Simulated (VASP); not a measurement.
ScSn3Se: single point with PBE

Crystal: ScSn3Se.

```
Sc Sn Se
1.0
     5.56338    0.00000    0.00000
     0.00000    5.56338    0.00000
     0.00000    0.00000    5.56338
Sc Sn Se
1 3 1
Cartesian
  2.7817 2.7817 2.7817
  0.0000 2.7817 2.7817
  2.7817 0.0000 2.7817
  2.7817 2.7817 0.0000
  0.0000 0.0000 0.0000
```

The cell was built from a structure type or drawn by symmetry, and may not be a known phase.

| Item | Value |
| --- | --- |
| Program | VASP 6.6.1 |
| Task | single point |
| Functional | PBE |
| Potentials or basis | VASP PAW PBE potentials, release 64 (Sc_sv, Sn_d, Se) |
| Cutoff | 520 eV |
| k mesh | 8 × 8 × 8 |
| Occupations | gaussian, width 0.1 eV |
| Spin | no spin polarisation |

```
Pressure               : 0.0 GPa
Band gap on the k mesh : zero (an odd number of electrons rules out a gap without spin polarisation)
```

Levels at points of the mesh, in eV from the Fermi level:
```csv
k point,band 27,band 28,band 29,band 30,band 31,band 32
"(0.00, 0.00, 0.00)",0.01,0.01,0.01,1.87,1.87,1.87
"(0.50, 0.00, 0.00)",-0.85,-0.85,-0.84,0.72,0.72,0.88
"(0.50, 0.50, 0.00)",-1.34,-1.10,-0.16,-0.08,-0.08,0.05
"(0.50, 0.50, 0.50)",-2.74,-0.15,-0.15,0.59,0.59,0.59
```

Wall time 2.1 min on 1 thread of Intel(R) Xeon(R) Platinum 8488C (Sapphire Rapids), with other jobs on the host, peak memory 0.4 GiB.

Caveat: spin-orbit coupling is left out, which moves the levels of the heavy elements.
